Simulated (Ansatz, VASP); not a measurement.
Sr: VASP beside Ansatz

The input INCAR:

```
SYSTEM = Sr
  PREC = Accurate
  ENCUT = 520
  EDIFF = 1E-7
  ISMEAR = 0
  SIGMA = 0.15
  LREAL = .FALSE.
  LASPH = .TRUE.
  NELM = 80
  ALGO = Fast
  ISIF = 2
  LWAVE = .FALSE.
  LCHARG = .TRUE.
  GGA = PS
  LELF = .TRUE.
  LVHAR = .TRUE.
  NBANDS = 11
```

The input KPOINTS:

```
regular mesh
0
G
  14 14 14
  0 0 0
```

Contents of POSCAR:

```
Sr
1.0
   -2.4250000000      2.2431250000      2.4250000000
    2.4250000000     -2.2431250000      2.4250000000
    2.4250000000      2.2431250000     -2.4250000000
Sr
1
Direct
    0.0000000000      0.0000000000      0.0000000000
```

Input for Ansatz:

```yaml
crystal:
  lattice:
    - [-2.425, 2.243125, 2.425]
    - [2.425, -2.243125, 2.425]
    - [2.425, 2.243125, -2.425]
  atoms:
    - { symbol: Sr, position: [0.0, 0.0, 0.0] }
basis:
  ecutwfc: 420
kpoints:
  mp_grid: { grid: [14, 14, 14] }
hamiltonian:
  xc: pbesol
scf:
  occupations: { method: gaussian, width: 0.15 }
output:
  forces: true
  stress: true
  eigenvalues: true
```

Change from the starting cell: strain -0.0750 x Voigt [0, 1, 0, 0, 0, 0], atoms carried along.

Alike in both runs: task single point; functional PBEsol; k mesh 14 × 14 × 14; occupations gaussian, width 0.15 eV; no spin polarisation.

```csv
,VASP,Ansatz
version,VASP 6.6.1,Ansatz 0.2.0
potentials or method,"VASP PAW PBE potentials, release 64 (Sr_sv), cutoff 520 eV","scalar-relativistic, plane waves, PAW"
valence electrons in the cell,10,10
```

|  | VASP | Ansatz | Ansatz less VASP |
| --- | --- | --- | --- |
| gap on the k mesh at the Fermi level (eV) | none | none | - |
| pressure (GPa) | -0.3 | -0.3 | -0.01 |
| traceless stress, the component that is largest in VASP (GPa) | 0.26 | 0.26 | -0.005 |

VASP's potentials were made for PBE, not for PBEsol. A gap of «none» marks a metal or a gap that the smearing closes. The functional is the same, so the differences come from potentials, cutoffs and numerics.
